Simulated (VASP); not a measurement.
# Au (I4/mmm) in VASP: a series of runs

The runs below take Au through single point, relaxation of cell and atoms, with PBEsol.

All numbers are computed with VASP 6.6.1; they aren't measurements. Logs are shortened: lines on timing, memory, paths and dates and some standing lists are left out, and cuts for length are marked.

### 1 The cell of the first run

Symmetry: I4/mmm, No. 139, tetragonal system. Conventional cell: a = 3.380 Å, b = 3.380 Å, c = 2.991 Å, α = 90.00°, β = 90.00°, γ = 90.00°. Au (site symmetry 4/mmm) has 14 Au at 2.82 to 3.38 Å within 3.7 Å.

### 2 Single point, PBEsol

File INCAR:

```
PREC     = Accurate       # precision mode
ENCUT    = 520            # plane-wave cutoff, eV
EDIFF    = 1E-6           # SCF threshold, eV
ISMEAR   = 0              # smearing method
SIGMA    = 0.1            # smearing width, eV
LREAL    = False          # projectors in reciprocal space
LASPH    = True           # aspherical terms in the spheres
NELM     = 80             # most SCF steps
ALGO     = Normal         # electronic algorithm
ISIF     = 2              # what is computed and relaxed
LWAVE    = False          # write WAVECAR
LCHARG   = False          # write CHGCAR
GGA      = PS             # functional
NBANDS   = 12             # bands
```

File KPOINTS:

```
Automatic mesh
0
Gamma
  8 8 8
```

File POSCAR:

```
Au
1.0
   -1.6900922175      1.6900922175      1.4956263116
    1.6900922175     -1.6900922175      1.4956263116
    1.6900922175      1.6900922175     -1.4956263116
Au
1
Direct
    0.5000000000      0.5000000000      0.0000000000
```

Potentials or basis: VASP PAW PBE potentials, release 64 (Au).

Run with:

```sh
cat potpaw_PBE.64/Au/POTCAR > POTCAR
mpirun -np 1 vasp_std > vasp.out
```

OUTCAR:

```text
PREC = Accurate
   ENCUT = 520
   EDIFF = 1E-6
   ISMEAR = 0
   LREAL = False
   LASPH = True
   NELM = 80
   ISIF = 2
   GGA = PS

 ion  position               nearest neighbor table
   1  0.500  0.500  0.000-

  LATTYP: Found a body centered tetragonal cell.
 ALAT       =     3.3801844350
 C/A-ratio  =     0.8849376952

  Lattice vectors:

 A1 = (  -1.6900922175,   1.6900922175,   1.4956263116)
 A2 = (   1.6900922175,  -1.6900922175,   1.4956263116)
 A3 = (   1.6900922175,   1.6900922175,  -1.4956263116)

Analysis of symmetry for initial positions (statically):
=====================================================================
 Subroutine PRICEL returns:
 Original cell was already a primitive cell.

 Routine SETGRP: Setting up the symmetry group for a
 body centered tetragonal supercell.

 Subroutine GETGRP returns: Found 16 space group operations
 (whereof 16 operations were pure point group operations)
 out of a pool of 16 trial point group operations.

The static configuration has the point symmetry D_4h.

Analysis of symmetry for dynamics (positions and initial velocities):
=====================================================================
 Subroutine PRICEL returns:
 Original cell was already a primitive cell.

 Routine SETGRP: Setting up the symmetry group for a
 body centered tetragonal supercell.

 Subroutine GETGRP returns: Found 16 space group operations
 (whereof 16 operations were pure point group operations)
 out of a pool of 16 trial point group operations.

The dynamic configuration has the point symmetry D_4h.

 Subroutine INISYM returns: Found 16 space group operations
 (whereof 16 operations are pure point group operations),
 and found     1 'primitive' translations

----------------------------------------------------------------------------------------

                                     Primitive cell

  volume of cell :      17.0885

  direct lattice vectors                    reciprocal lattice vectors
    -1.690092217  1.690092217  1.495626312     0.000000000  0.295841845  0.334308106
     1.690092217 -1.690092217  1.495626312     0.295841845  0.000000000  0.334308106
     1.690092217  1.690092217 -1.495626312     0.295841845  0.295841845  0.000000000

  length of vectors
     2.819525044  2.819525044  2.819525044     0.446412710  0.446412710  0.418383550

  position of ions in fractional coordinates (direct lattice)
[... 77 lines left out ...]
   EDIFF  = 0.1E-05   stopping-criterion for ELM
   LREAL  =      F    real-space projection
   EDIFFG = 0.1E-04   stopping-criterion for IOM
   NSW    =      0    number of steps for IOM
   IBRION =     -1    ionic relax: 0-MD 1-quasi-New 2-CG
   NFREE  =      0    steps in history (QN), initial steepest desc. (CG)
   ISIF   =      2    stress and relaxation
   ISYM   =      2    0-nonsym 1-usesym 2-fastsym
   POTIM  = 0.5000    time-step for ionic-motion
   TEBEG  =    0.0;   TEEND  =   0.0 temperature during run
   PSTRESS=    0.0 pullay stress
   NELECT =      11.0000    total number of electrons
   NUPDOWN=      -1.0000    fix difference up-down
   EMIN   =  10.00;   EMAX   =-10.00  energy-range for DOS
   EFERMI =   0.00;   METHOD = LEGACY
   ISMEAR =     0;   SIGMA  =   0.10  broadening in eV -4-tet -1-fermi 0-gaus
   EFERMI_NEDOS =   21; number of points for ismear=-14 and -15
   IALGO  =     38    algorithm
   IMIX   =      4    mixing-type and parameters
     AMIX     =   0.40;   BMIX     =  1.00
     AMIX_MAG =   1.60;   BMIX_MAG =  1.00
  volume/ion in A,a.u.               =      17.09       115.32
  Fermi-wavevector in a.u.,A,eV,Ry     =   1.413528  2.671181 27.185277  1.998062
  Thomas-Fermi vector in A             =   2.535164
   LORBIT       =      0    0 simple, 1 ext, 2 COOP (PROOUT), +10 PAW based schemes
   GGA     = PS    functional components
   LHFCALC =     F    Hartree Fock is set to
   AEXX    =    0.0000 exact exchange contribution
   IVDW    =     0    specifies the selected vdW correction
   LEPSILON=     F    determine dielectric tensor
   LRPA    =     F    only Hartree local field effects (RPA)
 non-spin polarized calculation
 Gauss-broadening in eV      SIGMA  =   0.10
  energy-cutoff  :      520.00
  volume of cell :       17.09
 maximum number of plane-waves:       469
 NGX is ok and might be reduce to    24
   NGX = 11   NGY = 11   NGZ = 11

 number of electron      11.0000000 magnetization

 Free energy of the ion-electron system (eV)
  ---------------------------------------------------
  ext. energy  EPLUGINS =         0.00000000
  ---------------------------------------------------
  free energy    TOTEN  =        -3.87989390 eV

  energy without entropy =       -3.87541831  energy(sigma->0) =       -3.87765610

 E-fermi :   9.4376     XC(G=0): -12.8693

 val. band max:        9.4287327634   @ k =   0.5000   0.2500   0.1250
 cond. band min:       9.4442551055   @ k =   0.5000   0.1250  -0.0000
 fundamental gap:      0.0155223421
 Fermi energy:         9.4375618751

 k-point     1 :       0.0000    0.0000    0.0000
  band No.  band energies     occupation
      1      -0.6534      2.00000
      2       3.8833      2.00000
      3       4.7575      2.00000
      4       4.7575      2.00000
      5       5.6618      2.00000
      6       6.7183      2.00000
      7      24.9415      0.00000
      8      24.9415      0.00000
      9      27.4679      0.00000
     10      32.3770      0.00000
     11      32.3770      0.00000
     12      33.8162      0.00000
[... 331 lines left out ...]
 k-point    24 :       0.3750    0.1250    0.1250
  band No.  band energies     occupation
      1       2.7672      2.00000
      2       3.1882      2.00000
      3       5.5586      2.00000
      4       6.2543      2.00000
      5       6.9880      2.00000
      6      12.0407      0.00000
      7      12.8090      0.00000
      8      19.0502      0.00000
      9      19.8805      0.00000
     10      30.8146      0.00000
     11      33.3158      0.00000
     12      34.0952      0.00000

 [... further k-points ...]
[... 5 lines left out ...]
  --------------------------------------------------------------------------------------
  -------------------------------------------------------------------------------------
  Total       -0.0341754     -0.0341754     -0.0404175      0.0000000      0.0000000      0.0000000
  in kB       -3.2042084     -3.2042084     -3.7894513      0.0000000      0.0000000      0.0000000
  external PRESSURE =      -3.3992893 kB  Pullay stress =       0.0000000 kB

 VOLUME and BASIS-vectors are now :
 -----------------------------------------------------------------------------
  energy-cutoff  :      520.00
  volume of cell :       17.09
      direct lattice vectors                 reciprocal lattice vectors
    -1.690092217  1.690092217  1.495626312     0.000000000  0.295841845  0.334308106
     1.690092217 -1.690092217  1.495626312     0.295841845  0.000000000  0.334308106
     1.690092217  1.690092217 -1.495626312     0.295841845  0.295841845  0.000000000

 POSITION                                       TOTAL-FORCE (eV/Angst)
 -----------------------------------------------------------------------------------
      0.00000      0.00000      1.49563         0.000000      0.000000      0.000000
 -----------------------------------------------------------------------------------
    total drift:                               -0.000000      0.000000      0.000000

  FREE ENERGIE OF THE ION-ELECTRON SYSTEM (eV)
  ---------------------------------------------------
  free  energy   TOTEN  =        -3.8798938962 eV

  energy  without entropy=       -3.8754183051  energy(sigma->0) =       -3.87765610
```

OSZICAR:

```text
N       E                     dE             d eps       ncg     rms          rms(c)
DAV:   1     0.453823151478E+02    0.45382E+02   -0.56931E+03  1464   0.834E+02
DAV:   2    -0.362500922177E+01   -0.49007E+02   -0.46752E+02  1688   0.183E+02
DAV:   3    -0.424055922121E+01   -0.61555E+00   -0.61303E+00  1668   0.195E+01
DAV:   4    -0.424226913033E+01   -0.17099E-02   -0.17099E-02  1636   0.120E+00
DAV:   5    -0.424228117112E+01   -0.12041E-04   -0.12040E-04  1700   0.971E-02    0.933E+00
DAV:   6    -0.390570664400E+01    0.33657E+00   -0.92548E-01  1528   0.765E+00    0.584E+00
DAV:   7    -0.388309185528E+01    0.22615E-01   -0.68501E-02  1648   0.207E+00    0.291E+00
DAV:   8    -0.387990546545E+01    0.31864E-02   -0.14883E-03  1560   0.357E-01    0.290E-01
DAV:   9    -0.387989078426E+01    0.14681E-04   -0.93533E-06  1644   0.257E-02    0.107E-02
DAV:  10    -0.387989390150E+01   -0.31172E-05   -0.12135E-06  1600   0.890E-03    0.244E-03
DAV:  11    -0.387989389618E+01    0.53224E-08   -0.50011E-08   852   0.182E-03
   1 F= -.38798939E+01 E0= -.38776561E+01  d E =-.447559E-02
```

stdout:

```text
POSCAR found type information on POSCAR Au
 POSCAR found :  1 types and       1 ions
 scaLAPACK will be used
 -----------------------------------------------------------------------------
|                                                                             |
|                                                                             |
|     You enforced a specific xc type in the INCAR file but a different       |
|     I HOPE YOU KNOW WHAT YOU ARE DOING!                                     |
|                                                                             |
 -----------------------------------------------------------------------------

 LDA part: xc-table for (Slater+PW92), standard interpolation
 POSCAR, INCAR and KPOINTS ok, starting setup
 FFT: planning ... GRIDC
 FFT: planning ... GRID_SOFT
 FFT: planning ... GRID
 WAVECAR not read
 entering main loop
```

Run time: 11 s. Hardware: 1 thread of Intel Xeon 8259CL, shared host; peak memory 0.14 GiB.

Results:

```yaml
Free_energy: -3.8799 eV
Pressure: -0.3 GPa
Band_gap_on_the_k_mesh: zero (an odd number of electrons rules out a gap without spin polarisation)
```

Levels at points of the mesh, in eV from the Fermi level:
```tsv
k point	band 3	band 4	band 5	band 6	band 7	band 8	band 9	band 10
(0.00, 0.00, 0.00)	-4.68	-4.68	-3.78	-2.72	15.50	15.50	18.03	22.94
(0.50, 0.00, 0.00)	-3.30	-2.35	-1.61	-0.59	3.76	11.65	12.79	20.42
(0.50, 0.50, 0.00)	-3.99	-3.19	-1.69	-1.34	2.68	13.38	15.71	20.77
(0.50, 0.50, 0.50)	-2.03	-2.03	-1.78	4.91	4.91	8.60	8.96	14.53
```

Caveat: the PAW data sets were made with another functional, which shifts forces and pressure a little; spin-orbit coupling is left out, which moves the levels of the heavy elements.

### 3 Relaxation of cell and atoms, PBEsol

This run uses another cell than the first one, of 17.03 Å³/atom.

File INCAR:

```
SYSTEM = Au
ALGO = Fast
EDIFF = 1E-6
EDIFFG = -0.04
ENCUT = 600
GGA = PS
IBRION = 2
ISIF = 3
ISMEAR = 0
LASPH = .True.
LCHARG = .False.
LREAL = .False.
LWAVE = .False.
NELM = 60
NSW = 90
PREC = Accurate
SIGMA = 0.1
```

File KPOINTS:

```
k-points
0
Gamma
  8 8 8
  0 0 0
```

File POSCAR:

```
Au
1.0
   -1.6799803029      1.6799803029      1.5087583901
    1.6799803029     -1.6799803029      1.5087583901
    1.6799803029      1.6799803029     -1.5087583901
Au
1
Direct
    0.5000000000      0.5000000000      0.0000000000
```

Potentials or basis: VASP PAW PBE potentials, release 64 (Au).

Run with:

```sh
cat potpaw_PBE.64/Au/POTCAR > POTCAR
mpirun -np 1 vasp_std > vasp.out
```

OUTCAR:

```text
SYSTEM = Au
   EDIFF = 1E-6
   EDIFFG = -0.04
   ENCUT = 600
   GGA = PS
   IBRION = 2
   ISIF = 3
   ISMEAR = 0
   LASPH = .True.
   LREAL = .False.
   NELM = 60
   NSW = 90
   PREC = Accurate

 ion  position               nearest neighbor table
   1  0.500  0.500  0.000-

  LATTYP: Found a body centered tetragonal cell.
 ALAT       =     3.3599606058
 C/A-ratio  =     0.8980809998

  Lattice vectors:

 A1 = (  -1.6799803029,   1.6799803029,   1.5087583901)
 A2 = (   1.6799803029,  -1.6799803029,   1.5087583901)
 A3 = (   1.6799803029,   1.6799803029,  -1.5087583901)

Analysis of symmetry for initial positions (statically):
=====================================================================
 Subroutine PRICEL returns:
 Original cell was already a primitive cell.

 Routine SETGRP: Setting up the symmetry group for a
 body centered tetragonal supercell.

 Subroutine GETGRP returns: Found 16 space group operations
 (whereof 16 operations were pure point group operations)
 out of a pool of 16 trial point group operations.

The static configuration has the point symmetry D_4h.

Analysis of symmetry for dynamics (positions and initial velocities):
=====================================================================
 Subroutine PRICEL returns:
 Original cell was already a primitive cell.

 Routine SETGRP: Setting up the symmetry group for a
 body centered tetragonal supercell.

 Subroutine GETGRP returns: Found 16 space group operations
 (whereof 16 operations were pure point group operations)
 out of a pool of 16 trial point group operations.

The dynamic configuration has the point symmetry D_4h.

 Subroutine INISYM returns: Found 16 space group operations
 (whereof 16 operations are pure point group operations),
 and found     1 'primitive' translations
[... 120 lines left out ...]
   AEXX    =    0.0000 exact exchange contribution
   IVDW    =     0    specifies the selected vdW correction
   LEPSILON=     F    determine dielectric tensor
   LRPA    =     F    only Hartree local field effects (RPA)
 conjugate gradient relaxation of ions
 non-spin polarized calculation
 RMM-DIIS sequential band-by-band and
 Gauss-broadening in eV      SIGMA  =   0.10
  energy-cutoff  :      600.00
  volume of cell :       17.03
 maximum number of plane-waves:       583
 NGX is ok and might be reduce to    24
   NGX = 11   NGY = 11   NGZ = 11

--------------------------------------- Ionic step        1  -------------------------------------------

 number of electron      11.0000000 magnetization

 Free energy of the ion-electron system (eV)
  ---------------------------------------------------
  ext. energy  EPLUGINS =         0.00000000
  ---------------------------------------------------
  free energy    TOTEN  =        -3.87925839 eV

  energy without entropy =       -3.87482537  energy(sigma->0) =       -3.87704188

------------------------ aborting loop because EDIFF is reached ----------------------------------------

  FORCE on cell =-STRESS in cart. coord.  units (eV):
  Direction    XX          YY          ZZ          XY          YZ          ZX
  --------------------------------------------------------------------------------------
  -------------------------------------------------------------------------------------
  Total        0.0609622      0.0609622     -0.0438109      0.0000000     -0.0000000      0.0000000
  in kB        5.7343361      5.7343361     -4.1210200      0.0000000     -0.0000000      0.0000000
  external PRESSURE =       2.4492174 kB  Pullay stress =       0.0000000 kB
[... 127 lines left out ...]
--------------------------------------- Ionic step        5  -------------------------------------------

 number of electron      11.0000000 magnetization

 Free energy of the ion-electron system (eV)
  ---------------------------------------------------
  ext. energy  EPLUGINS =         0.00000000
  ---------------------------------------------------
  free energy    TOTEN  =        -3.87979783 eV

  energy without entropy =       -3.87531781  energy(sigma->0) =       -3.87755782

 E-fermi :   9.4366     XC(G=0): -12.8693

 val. band max:        9.4274052593   @ k =   0.5000   0.2500   0.1250
 cond. band min:       9.4437410029   @ k =   0.5000   0.1250   0.0000
 fundamental gap:      0.0163357436
 Fermi energy:         9.4365979449

 k-point     1 :       0.0000    0.0000    0.0000
  band No.  band energies     occupation
      1      -0.6534      2.00000
      2       3.8783      2.00000
      3       4.7620      2.00000
      4       4.7620      2.00000
      5       5.6532      2.00000
      6       6.7209      2.00000
      7      24.9329      0.00000
      8      24.9329      0.00000
      9      27.4887      0.00000
[... 265 lines left out ...]
 k-point    24 :       0.3750    0.1250    0.1250
  band No.  band energies     occupation
      1       2.7664      2.00000
      2       3.1865      2.00000
      3       5.5596      2.00000
      4       6.2522      2.00000
      5       6.9925      2.00000
      6      12.0408      0.00000
      7      12.8153      0.00000
      8      19.0489      0.00000
      9      19.8776      0.00000

 [... further k-points ...]
[... 5 lines left out ...]
  --------------------------------------------------------------------------------------
  -------------------------------------------------------------------------------------
  Total       -0.0163393     -0.0163393     -0.0134248      0.0000000     -0.0000000      0.0000000
  in kB       -1.5319610     -1.5319610     -1.2586998      0.0000000     -0.0000000      0.0000000
  external PRESSURE =      -1.4408739 kB  Pullay stress =       0.0000000 kB
[... 16 lines left out ...]
  FREE ENERGIE OF THE ION-ELECTRON SYSTEM (eV)
  ---------------------------------------------------
  free  energy   TOTEN  =        -3.8797978344 eV

  energy  without entropy=       -3.8753178073  energy(sigma->0) =       -3.87755782

 reached required accuracy - stopping structural energy minimisation
```

CONTCAR:

```text
Au
   1.00000000000000
    -1.6907813275151773    1.6907813275151773    1.4943771266057944
     1.6907813275151773   -1.6907813275151773    1.4943771266057944
     1.6907813275151773    1.6907813275151773   -1.4943771266057944
  Au
     1
Direct
     0.5000000000000000    0.5000000000000000    0.0000000000000000

  0.00000000E+00  0.00000000E+00  0.00000000E+00
```

Run time: 28 s. Hardware: 1 thread of Intel Xeon 8259CL, shared host; peak memory 0.15 GiB.

What came out:

- Free energy: -3.8798 eV
- Relaxed volume: 17.09 Å³/atom
- Relaxed cell: a = 2.820 Å, b = 2.820 Å, c = 2.820 Å, α = 106.31°, β = 106.31°, γ = 115.99°
- Space group after relaxing (to 0.1 Å): I4/mmm (No. 139)
- Energy gained by relaxing: 0.5 meV/atom
- Ionic steps: 5
- Pressure after relaxing: -0.1 GPa
- Band gap on the k mesh: zero (an odd number of electrons rules out a gap without spin polarisation)

Step by step:
```
step  energy change (eV)  largest force (eV/Å)  pressure (GPa)  volume (Å³)
   1              0.0000                0.0000            0.24        17.03
   2             -0.0003                0.0000           -0.41        17.10
   3             -0.0003                0.0000           -0.67        17.12
   4             -0.0004                0.0000           -0.48        17.11
   5             -0.0005                0.0000           -0.14        17.09
```

Final structure:
```xyz
1
Lattice="-1.6908 1.6908 1.4944 1.6908 -1.6908 1.4944 1.6908 1.6908 -1.4944" Properties=species:S:1:pos:R:3 pbc="T T T"
Au    0.0000    0.0000    1.4944
```

Levels at points of the mesh, in eV from the Fermi level:
| k point | band 2 | band 3 | band 4 | band 5 | band 6 | band 7 | band 8 | band 9 |
| --- | --- | --- | --- | --- | --- | --- | --- | --- |
| (0.00, 0.00, 0.00) | -5.56 | -4.67 | -4.67 | -3.78 | -2.72 | 15.50 | 15.50 | 18.05 |
| (0.50, 0.00, 0.00) | -6.40 | -3.31 | -2.35 | -1.61 | -0.59 | 3.77 | 11.65 | 12.78 |
| (0.50, 0.50, 0.00) | -5.47 | -4.00 | -3.19 | -1.69 | -1.34 | 2.67 | 13.39 | 15.74 |
| (0.50, 0.50, 0.50) | -7.03 | -2.03 | -2.03 | -1.78 | 4.90 | 4.90 | 8.63 | 8.95 |

Caveat: the PAW data sets were made with another functional, which shifts forces and pressure a little; spin-orbit coupling is left out, which moves the levels of the heavy elements.
